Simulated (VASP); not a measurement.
A run of VASP 6.6.1 is set up as follows.

Contents of POSCAR:

```
Na3OF
1.0
    4.3301273882      0.0000000000      0.0000000000
    0.0000000000      4.3301273882      0.0000000000
    0.0000000000      0.0000000000      4.3301273882
F O Na
1 1 3
Direct
    0.0000000000      0.0000000000      0.0000000000
    0.5000000000      0.5000000000      0.5000000000
    0.5000000000      0.5000000000      0.0000000000
    0.5000000000      0.0000000000      0.5000000000
    0.0000000000      0.5000000000      0.5000000000
```

File INCAR.step1:

```
PREC = Accurate
ENCUT = 520
ISMEAR = -1
SIGMA = 0.03
LREAL = False
LASPH = True
NELM = 100
NBANDS = 25
GGA = PE
ALGO = Normal
EDIFF = 1E-4
LWAVE = True
LCHARG = False
```

File INCAR.step2:

```
PREC = Accurate
ENCUT = 520
EDIFF = 1E-7
ISMEAR = -1
SIGMA = 0.03
LREAL = False
LASPH = True
NELM = 100
ALGO = Normal
ISIF = 2
LWAVE = False
LCHARG = False
METAGGA = R2SCAN
LMIXTAU = True
LUSE_VDW = True
IVDW_NL = 2
BPARAM = 11.95
CPARAM = 0.0093
NBANDS = 25
ISTART = 1
```

The input KPOINTS:

```
Automatic mesh
0
Gamma
  6 6 6
```

Potentials or basis: VASP PAW PBE potentials, release 64 (F, O, Na_pv).

The run is started by

```bash
$ cat potpaw_PBE.64/F/POTCAR potpaw_PBE.64/O/POTCAR potpaw_PBE.64/Na_pv/POTCAR > POTCAR
$ cp INCAR.step1 INCAR
$ mpirun -np 1 vasp_std > vasp.out
$ cp INCAR.step2 INCAR
$ mpirun -np 1 vasp_std > vasp.out
```

Problem. Predict the pressure.

Solution. -0.2 GPa.

Problem. What does it give for the band gap on the k mesh?

Solution. 2.37 eV, direct.

Caveat: the PAW data sets were made with another functional, which shifts forces and pressure a little. A k mesh can miss the band edges.
